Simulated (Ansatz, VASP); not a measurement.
**Two plane-wave programs on AlRu2**

Contents of INCAR:

```
SYSTEM = AlRu2
PREC = Accurate
ENCUT = 520
EDIFF = 1E-6
ISMEAR = 0
SIGMA = 0.1
LREAL = .False.
LASPH = .True.
NELM = 60
ALGO = Fast
ISIF = 2
LWAVE = .False.
LCHARG = .True.
GGA = PE
LELF = .True.
LVHAR = .True.
NBANDS = 40
```

Contents of KPOINTS:

```
Automatic mesh
0
Gamma
  6 6 6
  0 0 0
```

POSCAR

```
AlRu2
1.0
   -2.0419928880      2.0419928880      5.1327662711
    2.0419928880     -2.0419928880      5.1327662711
    2.0419928880      2.0419928880     -5.1327662711
Al Ru
2 4
Direct
    0.0000000000      0.0000000000      0.0000000000
    0.7500000000      0.2500000000      0.5000000000
    0.2066000000      0.2066000000      0.0000000000
    0.9566000000      0.4566000000      0.5000000000
    0.5434000000      0.0434000000      0.5000000000
    0.7934000000      0.7934000000      0.0000000000
```

Input for Ansatz:

```yaml
crystal:
  lattice:
    - [-2.041992888, 2.041992888, 5.1327662711]
    - [2.041992888, -2.041992888, 5.1327662711]
    - [2.041992888, 2.041992888, -5.1327662711]
  atoms:
    - { symbol: Al, position: [0.0, 0.0, 0.0] }
    - { symbol: Al, position: [0.75, 0.25, 0.5] }
    - { symbol: Ru, position: [0.2066, 0.2066, 0.0] }
    - { symbol: Ru, position: [0.9566, 0.4566, 0.5] }
    - { symbol: Ru, position: [0.5434, 0.0434, 0.5] }
    - { symbol: Ru, position: [0.7934, 0.7934, 0.0] }
basis:
  ecutwfc: 420
kpoints:
  mp_grid: { grid: [6, 6, 6] }
hamiltonian:
  xc: pbe
scf:
  occupations: { method: gaussian, width: 0.1 }
  lower_state_search: "off"
output:
  forces: true
  stress: true
  eigenvalues: true
```

Alike in both runs: task single point; functional PBE; k mesh 6 × 6 × 6; occupations gaussian, width 0.1 eV; no spin polarisation.

```csv
,VASP,Ansatz
version,VASP 6.6.1,Ansatz 0.2.0
potentials or method,"VASP PAW PBE potentials, release 64 (Al, Ru_pv), cutoff 520 eV","scalar-relativistic, plane waves, PAW"
valence electrons in the cell,62,70
```

Ansatz gave:

* gap on the k mesh at the Fermi level (eV): none
* rms of the force components (eV/Å): 2.321

**Question.** Which values does VASP return?

**Answer.** gap on the k mesh at the Fermi level (eV): none; rms of the force components (eV/Å): 2.341.

Atom by atom the forces differ by 0.019 eV/Å (rms over components). A gap of «none» marks a metal or a gap that the smearing closes. VASP's potentials hold 62 valence electrons a cell and Ansatz's 70, so a difference there can come from the potentials and not from the codes.

The k mesh is coarse, so the values compare programs but aren't converged.
